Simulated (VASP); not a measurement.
## Al32O (a cell with a defect): single point with PBE+D3(BJ)

Crystal: Al32O (a cell with a defect).

```xyz
33
Lattice="8.1000 0.0000 0.0000 0.0000 8.1000 0.0000 0.0000 0.0000 8.1000" Properties=species:S:1:pos:R:3 pbc="T T T"
Al    3.9616    0.0138    0.1470
Al    5.5655    1.9440   -0.0803
Al    5.8015   -0.0562    2.1203
Al   -0.1926   -0.0999    0.3460
Al    1.9521    2.3970    0.0701
Al    3.7589    4.1544   -0.2815
Al    5.8537    5.7658    0.1096
Al    1.9703   -0.1049    2.0235
Al    3.9200    2.1455    2.0039
Al    5.9196    3.9921    2.0331
Al    3.8268    0.0838    4.2466
Al    5.8426    2.0329    3.8512
Al    5.8199   -0.0720    6.2001
Al   -0.1121    3.7844    0.0805
Al    1.8971    6.1923   -0.0357
Al    0.1567    2.1189    2.1430
Al    2.2161    4.1425    2.2138
Al    3.7563    6.1990    2.2130
Al   -0.5779    0.0101    3.8587
Al    1.9252    2.1042    4.4812
Al    4.0862    3.9651    4.0989
Al    5.7735    6.2430    4.2130
Al    1.7046    0.0703    6.4899
Al    3.8213    2.0004    6.2521
Al    6.0278    4.2055    6.0681
Al   -0.0491    5.9612    2.0603
Al   -0.1356    3.8264    3.9980
Al    1.7203    6.1017    4.1977
Al   -0.3779    2.2245    6.0871
Al    1.6353    4.1734    6.2144
Al    3.9692    6.1990    6.1374
Al   -0.2432    6.1190    6.3052
O     0.8939    7.2961    5.2868
```

```yaml
Program: VASP 6.6.1
Task: single point
Functional: PBE
Dispersion: D3(BJ)
Potentials_or_basis: VASP PAW PBE potentials, release 64 (Al, O)
Cutoff: 520 eV
k_mesh: 2 × 2 × 2
Occupations: fermi-dirac, width 0.15 eV
Spin: no spin polarisation
Dipole_correction: no
Further_INCAR_settings: LREAL = Auto; ALGO = Normal; EDIFF = 1e-06; NBANDS = 73
```

| Quantity | Value |
| --- | --- |
| Pressure | 1.6 GPa |
| Largest force | 3.358 eV/Å |
| Band gap on the k mesh | zero (band 51 reaches 8.16 eV, above the bottom of band 52 at 7.43 eV) |
| Dispersion energy per atom | -0.331 eV |

Forces on the atoms (eV/Å):
```
Al  -0.487 -0.799  0.021
Al   1.862  0.907  0.587
Al  -0.805 -0.177 -1.227
Al  -0.539  0.555 -0.463
Al  -0.055 -1.592  0.434
Al   0.837  0.173  0.851
Al   0.005  1.119  0.333
Al  -0.561  1.086  0.515
Al  -0.463 -0.606  0.214
Al   0.239  0.218 -0.050
Al  -0.110  0.285 -0.436
Al   0.132 -0.061  0.972
Al   0.529  0.709  0.185
Al  -1.021  1.058  0.590
Al   0.086 -0.954  1.078
Al  -0.004 -0.650 -0.340
Al  -1.105 -0.312 -0.383
Al   1.253 -0.331 -0.250
Al   1.950  0.220  1.204
Al  -0.189 -0.004 -1.055
Al  -0.413  0.432  0.593
Al   0.243 -1.094 -0.628
Al   1.536  2.441  1.394
Al   0.081  0.120 -1.020
Al  -0.705 -0.557 -0.228
Al  -0.253 -0.408  0.179
Al  -0.087  1.361  0.222
Al   0.828 -0.602 -0.529
Al   0.098 -1.272  0.112
Al   0.431  0.126 -0.700
Al  -0.809 -0.414  0.033
Al  -0.249  0.027  0.066
O   -2.254 -1.007 -2.276
```

Stress tensor (GPa, compression positive):
```
1.52 0.18 0.95
0.18 1.57 0.44
0.95 0.44 1.68
```

Levels at points of the mesh, in eV from the Fermi level:
```tsv
k point	band 47	band 48	band 49	band 50	band 51	band 52	band 53	band 54	band 55	band 56
(0.00, 0.00, 0.00)	-0.24	-0.12	0.02	0.28	0.35	0.42	0.53	0.71	0.83	0.91
(0.50, 0.00, 0.00)	-0.53	-0.40	-0.34	-0.26	-0.14	-0.03	0.11	0.16	0.52	0.96
(0.00, 0.50, 0.00)	-0.49	-0.42	-0.31	-0.28	-0.17	-0.10	0.06	0.20	0.38	0.92
(0.00, 0.00, 0.50)	-0.57	-0.52	-0.24	-0.19	-0.10	0.05	0.06	0.21	0.38	0.99
(0.50, 0.50, 0.00)	-0.73	-0.45	-0.31	-0.19	0.22	0.48	0.78	0.83	0.88	1.08
(0.00, 0.50, 0.50)	-0.80	-0.44	-0.33	-0.26	0.01	0.42	0.91	0.94	1.04	1.09
(0.50, 0.00, 0.50)	-0.72	-0.45	-0.30	-0.24	0.00	0.52	0.71	1.05	1.07	1.11
(0.50, 0.50, 0.50)	-0.56	-0.54	-0.48	-0.47	-0.38	-0.38	-0.32	-0.25	-0.22	-0.09
```

Run time: 5.3 min on 1 thread of Intel(R) Xeon(R) Platinum 8375C CPU @ 2.90GHz (Ice Lake) (shared host), peak memory 0.56 GiB.

Caveat: the k points lie up to 0.39 Å⁻¹ apart.
